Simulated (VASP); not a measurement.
# PbF2 (Fm-3m) in VASP: a series of runs, part 2 of 3

VASP 6.6.1.

### Step 3. Single point, r2SCAN

This run uses another cell than the first one, of 16.88 Å³/atom.

Input file POSCAR:

```
PbF2
1.0
    0.0000000000      2.9364351223      2.9364351223
    2.9364351223      0.0000000000      2.9364351223
    2.9364351223      2.9364351223      0.0000000000
Pb F
1 2
Direct
    0.0000000000      0.0000000000      0.0000000000
    0.7500000000      0.7500000000      0.7500000000
    0.2500000000      0.2500000000      0.2500000000
```

Input file INCAR.step1:

```
  PREC = Accurate
  ENCUT = 660
  ISMEAR = -1
  SIGMA = 0.05
  LREAL = False
  LASPH = True
  NELM = 120
  NBANDS = 21
  GGA = PE
  ALGO = Normal
  EDIFF = 1E-5
  LWAVE = True
  LCHARG = False
  GGA_COMPAT = False
```

Input file INCAR.step2:

```
  PREC = Accurate
  ENCUT = 660
  EDIFF = 1E-6
  ISMEAR = -1
  SIGMA = 0.05
  LREAL = False
  LASPH = True
  NELM = 120
  ALGO = Normal
  ISIF = 2
  LWAVE = False
  LCHARG = False
  METAGGA = R2SCAN
  LMIXTAU = True
  NBANDS = 21
  ISTART = 1
  GGA_COMPAT = False
```

Input file KPOINTS:

```
Automatic mesh
0
Gamma
  8 8 8
```

Potentials or basis: VASP PAW PBE potentials, release 64 (Pb_d, F).

Run with:

```console
$ cat potpaw_PBE.64/Pb_d/POTCAR potpaw_PBE.64/F/POTCAR > POTCAR
$ cp INCAR.step1 INCAR
$ mpirun -np 1 vasp_std > vasp.out
$ cp INCAR.step2 INCAR
$ mpirun -np 1 vasp_std > vasp.out
```

OUTCAR:

```text
PREC = Accurate
   ENCUT = 660
   EDIFF = 1E-6
   ISMEAR = -1
   LREAL = False
   LASPH = True
   NELM = 120
   ISIF = 2
   METAGGA = R2SCAN
   ISTART = 1

 ion  position               nearest neighbor table
   1  0.000  0.000  0.000-   2 2.54   2 2.54   2 2.54   2 2.54   3 2.54   3 2.54   3 2.54   3 2.54

   2  0.750  0.750  0.750-   1 2.54   1 2.54   1 2.54   1 2.54
   3  0.250  0.250  0.250-   1 2.54   1 2.54   1 2.54   1 2.54

  LATTYP: Found a face centered cubic cell.
 ALAT       =     5.8728702446

  Lattice vectors:

 A1 = (   0.0000000000,   2.9364351223,   2.9364351223)
 A2 = (   2.9364351223,   0.0000000000,   2.9364351223)
 A3 = (   2.9364351223,   2.9364351223,   0.0000000000)

Analysis of symmetry for initial positions (statically):
=====================================================================
 Subroutine PRICEL returns:
 Original cell was already a primitive cell.

 Routine SETGRP: Setting up the symmetry group for a
 face centered cubic supercell.

 Subroutine GETGRP returns: Found 48 space group operations
 (whereof 48 operations were pure point group operations)
 out of a pool of 48 trial point group operations.

The static configuration has the point symmetry O_h .

Analysis of symmetry for dynamics (positions and initial velocities):
=====================================================================
 Subroutine PRICEL returns:
 Original cell was already a primitive cell.

 Routine SETGRP: Setting up the symmetry group for a
 face centered cubic supercell.

 Subroutine GETGRP returns: Found 48 space group operations
 (whereof 48 operations were pure point group operations)
 out of a pool of 48 trial point group operations.

The dynamic configuration has the point symmetry O_h .

 Subroutine INISYM returns: Found 48 space group operations
 (whereof 48 operations are pure point group operations),
 and found     1 'primitive' translations

----------------------------------------------------------------------------------------

                                     Primitive cell

  volume of cell :      50.6397

  direct lattice vectors                    reciprocal lattice vectors
     0.000000000  2.936435122  2.936435122    -0.170274492  0.170274492  0.170274492
     2.936435122  0.000000000  2.936435122     0.170274492 -0.170274492  0.170274492
     2.936435122  2.936435122  0.000000000     0.170274492  0.170274492 -0.170274492

  length of vectors
     4.152746375  4.152746375  4.152746375     0.294924072  0.294924072  0.294924072

  position of ions in fractional coordinates (direct lattice)
     0.000000000  0.000000000  0.000000000
     0.750000000  0.750000000  0.750000000
     0.250000000  0.250000000  0.250000000

  ion indices of the primitive-cell ions
   primitive index   ion index
                 1           1
                 2           2
                 3           3

----------------------------------------------------------------------------------------

 KPOINTS: Automatic mesh

Automatic generation of k-mesh.
 Grid dimensions read from file:
 generate k-points for:    8    8    8

 Generating k-lattice:

  Cartesian coordinates                     Fractional coordinates (reciprocal lattice)
    -0.021284312  0.021284312  0.021284312     0.125000000  0.000000000  0.000000000
     0.021284312 -0.021284312  0.021284312     0.000000000  0.125000000  0.000000000
     0.021284312  0.021284312 -0.021284312     0.000000000  0.000000000  0.125000000

  Length of vectors
     0.036865509  0.036865509  0.036865509

  Shift w.r.t. Gamma in fractional coordinates (k-lattice)
     0.000000000  0.000000000  0.000000000

 Subroutine IBZKPT returns following result:
 ===========================================

 Found     29 irreducible k-points:

 Following reciprocal coordinates:
            Coordinates               Weight
  0.000000  0.000000  0.000000      1.000000
  0.125000  0.000000  0.000000      8.000000
  0.250000  0.000000  0.000000      8.000000
  0.375000  0.000000  0.000000      8.000000
  0.500000  0.000000  0.000000      4.000000
  0.125000  0.125000  0.000000      6.000000
[... 16 lines left out ...]
  0.500000  0.250000  0.125000     48.000000
 -0.375000  0.250000  0.125000     24.000000
 [... further k-points ...]
   k-points           NKPTS =     29   k-points in BZ     NKDIM =     29   number of bands    NBANDS=     21
   number of dos      NEDOS =    301   number of ions     NIONS =      3
   total plane-waves  NPLWV =  46656
   dimension x,y,z NGX =    36 NGY =   36 NGZ =   36
   dimension x,y,z NGXF=    72 NGYF=   72 NGZF=   72
   ions per type =               1   2
   NGX,Y,Z   is equivalent  to a cutoff of  14.41, 14.41, 14.41 a.u.
   NGXF,Y,Z  is equivalent  to a cutoff of  28.82, 28.82, 28.82 a.u.
 SYSTEM =  unknown system
   PREC   = accura    normal or accurate (medium, high low for compatibility)
   ISTART =      1    job   : 0-new  1-cont  2-samecut
   ICHARG =      0    charge: 1-file 2-atom 10-const
   ISPIN  =      1    spin polarized calculation?
   LNONCOLLINEAR =      F non collinear calculations
   LSORBIT =      F    spin-orbit coupling
   LASPH  =      T    aspherical Exc in radial PAW
   ENCUT  =  660.0 eV  48.51 Ry    6.96 a.u.   8.70  8.70  8.70*2*pi/ulx,y,z
   NELM   =    120;   NELMIN=  2; NELMDL=  0     # of ELM steps
   EDIFF  = 0.1E-05   stopping-criterion for ELM
   LREAL  =      F    real-space projection
   EDIFFG = 0.1E-04   stopping-criterion for IOM
   NSW    =      0    number of steps for IOM
   IBRION =     -1    ionic relax: 0-MD 1-quasi-New 2-CG
   NFREE  =      0    steps in history (QN), initial steepest desc. (CG)
   ISIF   =      2    stress and relaxation
   ISYM   =      2    0-nonsym 1-usesym 2-fastsym
   POTIM  = 0.5000    time-step for ionic-motion
   TEBEG  =    0.0;   TEEND  =   0.0 temperature during run
   PSTRESS=    0.0 pullay stress
   NELECT =      28.0000    total number of electrons
   NUPDOWN=      -1.0000    fix difference up-down
   EMIN   =  10.00;   EMAX   =-10.00  energy-range for DOS
   EFERMI =   0.00;   METHOD = LEGACY
   ISMEAR =    -1;   SIGMA  =   0.05  broadening in eV -4-tet -1-fermi 0-gaus
   EFERMI_NEDOS =   21; number of points for ismear=-14 and -15
   IALGO  =     38    algorithm
   IMIX   =      4    mixing-type and parameters
     AMIX     =   0.40;   BMIX     =  1.00
     AMIX_MAG =   1.60;   BMIX_MAG =  1.00
  volume/ion in A,a.u.               =      16.88       113.91
  Fermi-wavevector in a.u.,A,eV,Ry     =   1.343684  2.539194 24.565133  1.805486
  Thomas-Fermi vector in A             =   2.471738
   LORBIT       =      0    0 simple, 1 ext, 2 COOP (PROOUT), +10 PAW based schemes
   METAGGA = R2SCAN    functional components
   LHFCALC =     F    Hartree Fock is set to
   AEXX    =    0.0000 exact exchange contribution
   IVDW    =     0    specifies the selected vdW correction
   LEPSILON=     F    determine dielectric tensor
   LRPA    =     F    only Hartree local field effects (RPA)
 non-spin polarized calculation
  energy-cutoff  :      660.00
  volume of cell :       50.64
 maximum number of plane-waves:      1964
   NGX = 17   NGY = 17   NGZ = 17

 number of electron      28.0000009 magnetization

 Free energy of the ion-electron system (eV)
  ---------------------------------------------------
  ext. energy  EPLUGINS =         0.00000000
  ---------------------------------------------------
  free energy    TOTEN  =       -70.15993895 eV

  energy without entropy =      -70.15993895  energy(sigma->0) =      -70.15993895

 E-fermi :   3.0515     XC(G=0): -10.1592

 val. band max:        1.8652608427   @ k =  -0.2500   0.5000   0.2500
 cond. band min:       6.7890259658   @ k =   0.5000   0.5000   0.0000
 fundamental gap:      4.9237651231
 Fermi energy:         3.0514831710

 k-point     1 :       0.0000    0.0000    0.0000
  band No.  band energies     occupation
      1     -20.7663      2.00000
      2     -20.1302      2.00000
      3     -13.0459      2.00000
      4     -13.0459      2.00000
      5     -13.0459      2.00000
      6     -12.9829      2.00000
[... 13 lines left out ...]
     20      17.8420      0.00000
     21      20.2507      0.00000
[... 529 lines left out ...]
 k-point    24 :      -0.3750    0.2500    0.1250
  band No.  band energies     occupation
      1     -20.4475      2.00000
      2     -20.4124      2.00000
      3     -13.0078      2.00000
      4     -12.9993      2.00000
      5     -12.9561      2.00000
      6     -12.9240      2.00000
[... 13 lines left out ...]
     20      18.8655      0.00000
     21      19.1906      0.00000

 [... further k-points ...]

------------------------ aborting loop because EDIFF is reached ----------------------------------------

  FORCE on cell =-STRESS in cart. coord.  units (eV):
  Direction    XX          YY          ZZ          XY          YZ          ZX
  --------------------------------------------------------------------------------------
  -------------------------------------------------------------------------------------
  Total        0.5895530      0.5895530      0.5895530     -0.0000000      0.0000000      0.0000000
  in kB       18.6527223     18.6527223     18.6527223     -0.0000000      0.0000000      0.0000000
  external PRESSURE =      18.6527223 kB  Pullay stress =       0.0000000 kB

 VOLUME and BASIS-vectors are now :
 -----------------------------------------------------------------------------
  energy-cutoff  :      660.00
  volume of cell :       50.64
      direct lattice vectors                 reciprocal lattice vectors
     0.000000000  2.936435122  2.936435122    -0.170274492  0.170274492  0.170274492
     2.936435122  0.000000000  2.936435122     0.170274492 -0.170274492  0.170274492
     2.936435122  2.936435122  0.000000000     0.170274492  0.170274492 -0.170274492

 POSITION                                       TOTAL-FORCE (eV/Angst)
 -----------------------------------------------------------------------------------
      0.00000      0.00000      0.00000         0.000000      0.000000     -0.000000
      4.40465      4.40465      4.40465         0.000000      0.000000     -0.000000
      1.46822      1.46822      1.46822        -0.000000     -0.000000      0.000000
 -----------------------------------------------------------------------------------
    total drift:                                0.000000      0.000000      0.000000

  FREE ENERGIE OF THE ION-ELECTRON SYSTEM (eV)
  ---------------------------------------------------
  free  energy   TOTEN  =       -70.1599389471 eV

  energy  without entropy=      -70.1599389471  energy(sigma->0) =      -70.15993895
```

Run time: 64 s. Hardware: 1 thread of Intel Xeon 6975P-C (Granite Rapids), shared host; peak memory 0.23 GiB.

Results:

| Quantity | Value |
| --- | --- |
| Free energy | -70.1599 eV |
| Pressure | 1.9 GPa |
| Band gap on the k mesh | 4.92 eV (least direct gap 5.07 eV) |

Caveat: the PAW data sets were made with another functional, which shifts forces and pressure a little; spin-orbit coupling is left out, which moves the levels of the heavy elements.

(Part 2 of 3 ends here.)
